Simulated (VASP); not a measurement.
Input of a VASP 6.6.1 run:

INCAR

```
PREC     = Accurate       # precision mode
ENCUT    = 520            # plane-wave cutoff, eV
EDIFF    = 1E-6           # SCF threshold, eV
ISMEAR   = -1             # smearing method
SIGMA    = 0.1            # smearing width, eV
LREAL    = F              # projectors in reciprocal space
LASPH    = T              # aspherical terms in the spheres
NELM     = 100            # most SCF steps
ALGO     = Normal         # electronic algorithm
ISIF     = 2              # what is computed and relaxed
LWAVE    = F              # write WAVECAR
LCHARG   = F              # write CHGCAR
GGA      = PE             # functional
NBANDS   = 8              # bands
```

Contents of KPOINTS:

```
regular mesh
0
Gamma
  16 16 15
```

POSCAR

```
Li
1.0
    2.9387646204      0.0000000000      0.0000000000
   -1.4693823102      2.5450448170      0.0000000000
    0.0000000000      0.0000000000      2.7127208782
Li
1
Direct
    0.0000000000      0.0000000000      0.0000000000
```

Potentials or basis: VASP PAW PBE potentials, release 64 (Li_sv).

Run with:

```bash
$ cat potpaw_PBE.64/Li_sv/POTCAR > POTCAR
$ mpirun -np 1 vasp_std > vasp.out
```

**Question.** Estimate the band gap on the k mesh.

**Answer.** Zero (an odd number of electrons rules out a gap without spin polarisation).
